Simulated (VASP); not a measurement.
# NaI (Immm) in VASP: notebook

Runs on NaI. Level: PBE. Tasks: single point.

All numbers are computed with VASP 6.6.1; they aren't measurements. Logs are shortened: lines on timing, memory, paths and dates and some standing lists are left out, and cuts for length are marked.

### Step 1. The cell of the first run

Symmetry: Immm, No. 71, orthorhombic system. Conventional cell: a = 4.531 Å, b = 4.623 Å, c = 6.473 Å, α = 90.00°, β = 90.00°, γ = 90.00°. Na (site symmetry mmm) has 6 I at 3.24 Å within 4.3 Å. I (site symmetry mmm) has 6 Na at 3.24 Å within 4.3 Å.

### Step 2. Single point, PBE (strain -0.0200 x Voigt [0, 0, 0, 0, 1, 0])

Input file INCAR:

```
PREC = Accurate ; ENCUT = 520
EDIFF = 1E-6 ; ISMEAR = 0
SIGMA = 0.05 ; LREAL = F
LASPH = T ; NELM = 100
ALGO = Normal ; ISIF = 2
LWAVE = F ; LCHARG = F
GGA = PE ; NBANDS = 14
```

Input file KPOINTS:

```
regular mesh
0
Gamma
  6 6 6
```

Input file POSCAR:

```
NaI
1.0
   -0.0323640000      3.2364000000      3.2364000000
    3.2040360000      0.0000000000      3.2040360000
    3.2364000000      3.2364000000     -0.0323640000
Na I
1 1
Direct
    0.0000000000      0.0000000000      0.0000000000
    0.5000000000      0.5000000000      0.5000000000
```

Potentials or basis: VASP PAW PBE potentials, release 64 (Na_pv, I).

Started as:

```console
cat potpaw_PBE.64/Na_pv/POTCAR potpaw_PBE.64/I/POTCAR > POTCAR
mpirun -np 1 vasp_std > vasp.out
```

OUTCAR:

```text
PREC = Accurate
   ENCUT = 520
   EDIFF = 1E-6
   ISMEAR = 0
   LREAL = F
   LASPH = T
   NELM = 100
   ISIF = 2
   GGA = PE

 ion  position               nearest neighbor table
   1  0.000  0.000  0.000-
   2  0.500  0.500  0.500-

  LATTYP: Found a body centered orthorhombic cell.
 ALAT       =     4.5311911655
 B/A-ratio  =     1.0202020202
 C/A-ratio  =     1.4284985479

  Lattice vectors:

 A1 = (   3.2364000000,  -3.2364000000,  -0.0323640000)
 A2 = (  -3.2364000000,  -3.2364000000,   0.0323640000)
 A3 = (   0.0323640000,   3.2364000000,  -3.2364000000)

Analysis of symmetry for initial positions (statically):
=====================================================================
 Subroutine PRICEL returns:
 Original cell was already a primitive cell.

 Routine SETGRP: Setting up the symmetry group for a
 body centered orthorhombic supercell.

 Subroutine GETGRP returns: Found  8 space group operations
 (whereof  8 operations were pure point group operations)
 out of a pool of  8 trial point group operations.

The static configuration has the point symmetry D_2h.

Analysis of symmetry for dynamics (positions and initial velocities):
=====================================================================
 Subroutine PRICEL returns:
 Original cell was already a primitive cell.

 Routine SETGRP: Setting up the symmetry group for a
 body centered orthorhombic supercell.

 Subroutine GETGRP returns: Found  8 space group operations
 (whereof  8 operations were pure point group operations)
 out of a pool of  8 trial point group operations.

The dynamic configuration has the point symmetry D_2h.

 Subroutine INISYM returns: Found  8 space group operations
 (whereof  8 operations are pure point group operations),
 and found     1 'primitive' translations

----------------------------------------------------------------------------------------

                                     Primitive cell

  volume of cell :      67.7912

  direct lattice vectors                    reciprocal lattice vectors
    -0.032364000  3.236400000  3.236400000    -0.152963016  0.154492646  0.152963016
     3.204036000  0.000000000  3.204036000     0.156053178 -0.154492646  0.156053178
     3.236400000  3.236400000 -0.032364000     0.152963016  0.154492646 -0.152963016

  length of vectors
     4.577075196  4.531191166  4.577075196     0.265825782  0.269394073  0.265825782

  position of ions in fractional coordinates (direct lattice)
     0.000000000  0.000000000  0.000000000
     0.500000000  0.500000000  0.500000000

  ion indices of the primitive-cell ions
   primitive index   ion index
                 1           1
                 2           2

----------------------------------------------------------------------------------------

 KPOINTS: regular mesh

Automatic generation of k-mesh.
 Grid dimensions read from file:
 generate k-points for:    6    6    6

 Generating k-lattice:

  Cartesian coordinates                     Fractional coordinates (reciprocal lattice)
    -0.025493836  0.025748774  0.025493836     0.166666667  0.000000000  0.000000000
     0.026008863 -0.025748774  0.026008863    -0.000000000  0.166666667 -0.000000000
     0.025493836  0.025748774 -0.025493836     0.000000000  0.000000000  0.166666667

  Length of vectors
     0.044304297  0.044899012  0.044304297

  Shift w.r.t. Gamma in fractional coordinates (k-lattice)
     0.000000000  0.000000000  0.000000000

 Subroutine IBZKPT returns following result:
 ===========================================

 Found     46 irreducible k-points:

 Following reciprocal coordinates:
            Coordinates               Weight
  0.000000  0.000000  0.000000      1.000000
  0.166667  0.000000  0.000000      4.000000
  0.333333  0.000000  0.000000      4.000000
  0.500000  0.000000 -0.000000      2.000000
 -0.000000  0.166667 -0.000000      4.000000
  0.166667  0.166667 -0.000000      4.000000
[... 16 lines left out ...]
  0.500000  0.000000  0.166667      4.000000
 -0.333333  0.000000  0.166667      4.000000
 [... further k-points ...]
   k-points           NKPTS =     46   k-points in BZ     NKDIM =     46   number of bands    NBANDS=     14
   number of dos      NEDOS =    301   number of ions     NIONS =      2
   total plane-waves  NPLWV =  46656
   dimension x,y,z NGX =    36 NGY =   36 NGZ =   36
   dimension x,y,z NGXF=    72 NGYF=   72 NGZF=   72
   ions per type =               1   1
   NGX,Y,Z   is equivalent  to a cutoff of  13.08, 13.21, 13.08 a.u.
   NGXF,Y,Z  is equivalent  to a cutoff of  26.15, 26.42, 26.15 a.u.
 SYSTEM =  unknown system
   PREC   = accura    normal or accurate (medium, high low for compatibility)
   ISTART =      0    job   : 0-new  1-cont  2-samecut
   ICHARG =      2    charge: 1-file 2-atom 10-const
   ISPIN  =      1    spin polarized calculation?
   LNONCOLLINEAR =      F non collinear calculations
   LSORBIT =      F    spin-orbit coupling
   LASPH  =      T    aspherical Exc in radial PAW
   ENCUT  =  520.0 eV  38.22 Ry    6.18 a.u.   8.51  8.43  8.51*2*pi/ulx,y,z
   NELM   =    100;   NELMIN=  2; NELMDL= -5     # of ELM steps
   EDIFF  = 0.1E-05   stopping-criterion for ELM
   LREAL  =      F    real-space projection
   EDIFFG = 0.1E-04   stopping-criterion for IOM
   NSW    =      0    number of steps for IOM
   IBRION =     -1    ionic relax: 0-MD 1-quasi-New 2-CG
   NFREE  =      0    steps in history (QN), initial steepest desc. (CG)
   ISIF   =      2    stress and relaxation
   ISYM   =      2    0-nonsym 1-usesym 2-fastsym
   POTIM  = 0.5000    time-step for ionic-motion
   TEBEG  =    0.0;   TEEND  =   0.0 temperature during run
   PSTRESS=    0.0 pullay stress
   NELECT =      14.0000    total number of electrons
   NUPDOWN=      -1.0000    fix difference up-down
   EMIN   =  10.00;   EMAX   =-10.00  energy-range for DOS
   EFERMI =   0.00;   METHOD = LEGACY
   ISMEAR =     0;   SIGMA  =   0.05  broadening in eV -4-tet -1-fermi 0-gaus
   EFERMI_NEDOS =   21; number of points for ismear=-14 and -15
   IALGO  =     38    algorithm
   IMIX   =      4    mixing-type and parameters
     AMIX     =   0.40;   BMIX     =  1.00
     AMIX_MAG =   1.60;   BMIX_MAG =  1.00
  volume/ion in A,a.u.               =      33.90       228.74
  Fermi-wavevector in a.u.,A,eV,Ry     =   0.967668  1.828628 12.740247  0.936382
  Thomas-Fermi vector in A             =   2.097573
   LORBIT       =      0    0 simple, 1 ext, 2 COOP (PROOUT), +10 PAW based schemes
   GGA     = PE    functional components
   LHFCALC =     F    Hartree Fock is set to
   AEXX    =    0.0000 exact exchange contribution
   IVDW    =     0    specifies the selected vdW correction
   LEPSILON=     F    determine dielectric tensor
   LRPA    =     F    only Hartree local field effects (RPA)
 non-spin polarized calculation
 Gauss-broadening in eV      SIGMA  =   0.05
  energy-cutoff  :      520.00
  volume of cell :       67.79
 maximum number of plane-waves:      1844
 NGX is ok and might be reduce to    36
   NGX = 17   NGY = 17   NGZ = 17

 number of electron      13.9999994 magnetization

 Free energy of the ion-electron system (eV)
  ---------------------------------------------------
  ext. energy  EPLUGINS =         0.00000000
  ---------------------------------------------------
  free energy    TOTEN  =        -5.38430394 eV

  energy without entropy =       -5.38430394  energy(sigma->0) =       -5.38430394

 E-fermi :   1.1204     XC(G=0):  -7.7052

 val. band max:        0.8520363415   @ k =   0.0000   0.0000   0.0000
 cond. band min:       4.4465912570   @ k =   0.0000   0.0000   0.0000
 fundamental gap:      3.5945549155
 Fermi energy:         1.1204196392

 k-point     1 :       0.0000    0.0000    0.0000
  band No.  band energies     occupation
      1     -21.6337      2.00000
      2     -21.6327      2.00000
      3     -21.6318      2.00000
      4     -10.2102      2.00000
      5       0.7651      2.00000
      6       0.8069      2.00000
      7       0.8520      2.00000
      8       4.4466      0.00000
      9       8.6257      0.00000
     10       8.7391      0.00000
     11       8.8516      0.00000
     12      10.5558      0.00000
     13      10.5592      0.00000
     14      11.2412      0.00000

 k-point     2 :       0.1667    0.0000    0.0000
  band No.  band energies     occupation
      1     -21.6338      2.00000
      2     -21.6336      2.00000
      3     -21.6323      2.00000
      4     -10.1380      2.00000
      5       0.0529      2.00000
      6       0.7236      2.00000
      7       0.7768      2.00000
      8       5.2580      0.00000
      9       8.2150      0.00000
     10       8.8906      0.00000
     11       9.0247      0.00000
     12      10.0366      0.00000
     13      10.1100      0.00000
     14      11.6344      0.00000

 k-point     3 :       0.3333    0.0000    0.0000
  band No.  band energies     occupation
      1     -21.6360      2.00000
      2     -21.6340      2.00000
      3     -21.6325      2.00000
      4      -9.9854      2.00000
      5      -0.9667      2.00000
      6       0.5932      2.00000
      7       0.6359      2.00000
      8       5.9267      0.00000
      9       8.4997      0.00000
     10       8.6001      0.00000
     11       8.7605      0.00000
     12      10.9683      0.00000
     13      11.0304      0.00000
     14      11.1769      0.00000
[... 324 lines left out ...]
 k-point    23 :       0.5000    0.0000    0.1667
  band No.  band energies     occupation
      1     -21.6368      2.00000
      2     -21.6344      2.00000
      3     -21.6332      2.00000
      4      -9.8839      2.00000
      5      -1.1878      2.00000
      6       0.1402      2.00000
      7       0.4482      2.00000
      8       6.5103      0.00000
      9       7.4865      0.00000
     10       8.9218      0.00000
     11       8.9863      0.00000
     12      11.4260      0.00000
     13      12.5787      0.00000
     14      13.1042      0.00000

 k-point    24 :      -0.3333    0.0000    0.1667
  band No.  band energies     occupation
      1     -21.6361      2.00000
      2     -21.6341      2.00000
      3     -21.6337      2.00000
      4      -9.9120      2.00000
      5      -1.0546      2.00000
      6       0.0611      2.00000
      7       0.5648      2.00000
      8       6.6759      0.00000
      9       7.6495      0.00000
     10       8.8000      0.00000
     11       8.8216      0.00000
     12      10.9499      0.00000
     13      12.2289      0.00000
     14      12.6348      0.00000

 [... further k-points ...]
[... 5 lines left out ...]
  --------------------------------------------------------------------------------------
  -------------------------------------------------------------------------------------
  Total        0.1892745      0.1867400      0.1892745     -0.0000000      0.0000000      0.0607934
  in kB        4.4733147      4.4134151      4.4733147     -0.0000000      0.0000000      1.4367913
  external PRESSURE =       4.4533482 kB  Pullay stress =       0.0000000 kB

 VOLUME and BASIS-vectors are now :
 -----------------------------------------------------------------------------
  energy-cutoff  :      520.00
  volume of cell :       67.79
      direct lattice vectors                 reciprocal lattice vectors
    -0.032364000  3.236400000  3.236400000    -0.152963016  0.154492646  0.152963016
     3.204036000  0.000000000  3.204036000     0.156053178 -0.154492646  0.156053178
     3.236400000  3.236400000 -0.032364000     0.152963016  0.154492646 -0.152963016

 POSITION                                       TOTAL-FORCE (eV/Angst)
 -----------------------------------------------------------------------------------
      0.00000      0.00000      0.00000        -0.000000     -0.000000     -0.000000
      3.20404      3.23640      3.20404         0.000000      0.000000      0.000000
 -----------------------------------------------------------------------------------
    total drift:                                0.000000      0.000000      0.000000

  FREE ENERGIE OF THE ION-ELECTRON SYSTEM (eV)
  ---------------------------------------------------
  free  energy   TOTEN  =        -5.3843039433 eV

  energy  without entropy=       -5.3843039433  energy(sigma->0) =       -5.38430394
```

It took 28 s on 1 thread of Intel Xeon Platinum 8488C (Sapphire Rapids), shared host; peak memory 0.22 GiB.

What came out:

- Free energy: -5.3843 eV
- Pressure: 0.4 GPa
- Band gap on the k mesh: 3.59 eV

Stress tensor (GPa, compression positive):
```
0.45 0.00 0.14
0.00 0.44 0.00
0.14 0.00 0.45
```

Levels at points of the mesh, in eV from the valence-band top:
```csv
k point,band 4,band 5,band 6,band 7,band 8,band 9,band 10,band 11
"(0.00, 0.00, 0.00)",-11.06,-0.09,-0.05,0.00,3.59,7.77,7.89,8.00
"(0.50, 0.00, 0.00)",-10.76,-2.23,-0.32,-0.28,5.07,7.40,7.50,8.66
"(0.00, 0.50, 0.00)",-10.74,-2.22,-0.37,-0.33,5.02,7.30,7.40,8.70
"(0.50, 0.50, 0.00)",-10.67,-1.95,-0.79,-0.79,4.45,5.51,9.81,11.26
"(0.50, 0.00, 0.50)",-10.67,-1.95,-0.85,-0.73,4.44,5.52,9.83,11.21
```

Caveat: the cell differs from its parent crystal (strain -0.0200 x Voigt [0, 0, 0, 0, 1, 0]); spin-orbit coupling is left out, which moves the levels of the heavy elements.

[end of part 1 of 2]
